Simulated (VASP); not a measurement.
Write the native input for VASP 6.6.1 that does the following.

- Task: single point
- Functional: PBE
- Potentials or basis: VASP PAW PBE potentials, release 64 (Ce)
- Cutoff: 520 eV
- k mesh: 20 × 20 × 20
- Occupations: fermi-dirac, width 0.0612256 eV
- Spin: no spin polarisation
- Dipole correction: no
- Further INCAR settings: ALGO = Normal; EDIFF = 1e-06; NBANDS = 12

The structure of Ce lies in POSCAR:

```
Ce
1.0
   -1.8961765215      1.8961765215      1.8961765215
    1.8961765215     -1.8961765215      1.8961765215
    1.8961765215      1.8961765215     -1.8961765215
Ce
1
Direct
    0.0000000000      0.0000000000      0.0000000000
```

This isn't the form of Ce at room conditions, which is fcc.

The input as run:

INCAR

```
PREC = Accurate ; ENCUT = 520
EDIFF = 1E-6 ; ISMEAR = -1
SIGMA = 0.06122561905347299 ; LREAL = F
LASPH = T ; NELM = 80
ALGO = Normal ; ISIF = 2
LWAVE = F ; LCHARG = F
GGA = PE ; NBANDS = 12
```

KPOINTS

```
regular mesh
0
Gamma
  20 20 20
```

Potentials or basis: VASP PAW PBE potentials, release 64 (Ce).

Launch:

```bash
$ cat potpaw_PBE.64/Ce/POTCAR > POTCAR
$ mpirun -np 1 vasp_std > vasp.out
```

It gave:

```json
{
  "Pressure": "0.0 GPa",
  "Band gap on the k mesh": "zero (bands 6 and 7 overlap by 0.95 eV)"
}
```

Caveat: spin-orbit coupling is left out, which moves the levels of the heavy elements; semilocal functionals describe open f shells poorly, which spoils levels, moments and volumes.

Run time: 28 s on 1 thread of Intel(R) Xeon(R) 6975P-C (Granite Rapids), on a shared host, peak memory 0.22 GiB.
